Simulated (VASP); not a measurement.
Wanted: the native input for a VASP 6.6.1 run.

```yaml
Task: single point
Functional: PBE
Potentials_or_basis: VASP PAW PBE potentials, release 64 (V_sv, Se, In_d, P)
Cutoff: 520 eV
k_mesh: 5 × 5 × 4
Occupations: gaussian, width 0.0733 eV
Spin: no spin polarisation
Dipole_correction: no
Further_INCAR_settings: ALGO = Normal; EDIFF = 1e-07; NBANDS = 47
```

The structure of VInP2Se6 lies in POSCAR:

```
VInP2Se6
1.0
    6.3790040000      0.0000000000      0.0000000000
    3.1895020000     -5.5439850000      0.0000000000
    2.0327810000      0.0000000000     -6.7244210000
V Se In P
1 6 1 2
Direct
    0.3270000000      0.3460000000      0.0000000000
    0.3872000000      0.6594000000      0.7402000000
    0.9534000000      0.6594000000      0.2598000000
    0.7231000000      0.0476000000      0.7484000000
    0.2293000000      0.0476000000      0.2516000000
    0.5641000000      0.3214000000      0.2547000000
    0.1145000000      0.3214000000      0.7453000000
    0.6680000000      0.6640000000      0.0000000000
    0.0511000000      0.0000000000      0.8354000000
    0.9489000000      0.0000000000      0.1646000000
```

These files were run (other wordings do the same):

INCAR

```
ALGO = Normal
EDIFF = 1E-7
ENCUT = 520
GGA = PE
ISIF = 2
ISMEAR = 0
LASPH = T
LCHARG = F
LREAL = F
LWAVE = F
NBANDS = 47
NELM = 60
PREC = Accurate
SIGMA = 0.0733
```

KPOINTS

```
k-points
0
Gamma
  5 5 4
```

Potentials or basis: VASP PAW PBE potentials, release 64 (V_sv, Se, In_d, P).

Run with:

```console
$ cat potpaw_PBE.64/V_sv/POTCAR potpaw_PBE.64/Se/POTCAR potpaw_PBE.64/In_d/POTCAR potpaw_PBE.64/P/POTCAR > POTCAR
$ mpirun -np 1 vasp_std > vasp.out
```

Results of the run:

```
Pressure               : 2.9 GPa
Largest force          : 1.121 eV/Å
Band gap on the k mesh : zero (bands 36 and 37 overlap by 0.10 eV)
```

Caveat: spin-orbit coupling is left out, which moves the levels of the heavy elements; this functional lacks dispersion, which binds the layers, so the pressure and a relaxed spacing across them are unreliable; the run has no spin polarisation, though such a crystal can be magnetic; forces of over 1 eV/Å act on the atoms, so gaps and moduli don't describe the material at rest.

Wall time 6 min on 1 thread of AMD EPYC 7R13 Processor (Zen 3), on a shared host, peak memory 0.54 GiB.
